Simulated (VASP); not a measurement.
Wanted: the native input for a VASP 6.6.1 run.

```yaml
Task: single point
Functional: PBE
Potentials_or_basis: VASP PAW PBE potentials, release 64 (Be, Cd, F)
Cutoff: 520 eV
k_mesh: 6 × 6 × 4
Occupations: gaussian, width 0.02 eV
Spin: no spin polarisation
Dipole_correction: no
Further_INCAR_settings: ALGO = Normal; EDIFF = 1e-07; NBANDS = 54
```

The structure of BeCdF4 lies in POSCAR:

```
BeCdF4
1.0
    5.4238498237     -2.4921685443     -0.0034431877
    5.4238498237      2.4921685443     -0.0034431877
   -2.3555970507      0.0000000000      6.0825828718
Be Cd F
2 2 8
Direct
    0.6145309006      0.1469096720      0.8127321226
    0.8530903280      0.3854690994      0.1872678774
    0.8954329015      0.4030852414      0.7005448236
    0.5969147586      0.1045670985      0.2994551764
    0.8778459286      0.1221540714      0.0000000000
    0.6201435015      0.4897796241      0.3205818867
    0.3596632699      0.2427512021      0.9251032182
    0.7357322857      0.8395380144      0.6665519126
    0.7572487979      0.6403367301      0.0748967818
    0.1604619856      0.2642677143      0.3334480874
    0.5102203759      0.3798564985      0.6794181133
    0.0205249324      0.9794750676      0.5000000000
```

One way to write it, as run:

INCAR

```
SYSTEM = BeCdF4
  PREC = Accurate
  ENCUT = 520
  EDIFF = 1E-7
  ISMEAR = 0
  SIGMA = 0.02
  LREAL = .False.
  LASPH = .True.
  NELM = 100
  ALGO = Normal
  ISIF = 2
  LWAVE = .False.
  LCHARG = .False.
  GGA = PE
  NBANDS = 54
```

KPOINTS

```
regular mesh
0
Gamma
  6 6 4
  0 0 0
```

Potentials or basis: VASP PAW PBE potentials, release 64 (Be, Cd, F).

Launch:

```sh
$ cat potpaw_PBE.64/Be/POTCAR potpaw_PBE.64/Cd/POTCAR potpaw_PBE.64/F/POTCAR > POTCAR
$ mpirun -np 1 vasp_std > vasp.out
```

It gave:

The pressure is 0.3 GPa, the largest force is 0.137 eV/Å and the band gap on the k mesh is 3.74 eV (least direct gap 3.77 eV).

Wall time 9.2 min on 1 thread of AMD EPYC 7R13, with other jobs on the host, peak memory 0.5 GiB.
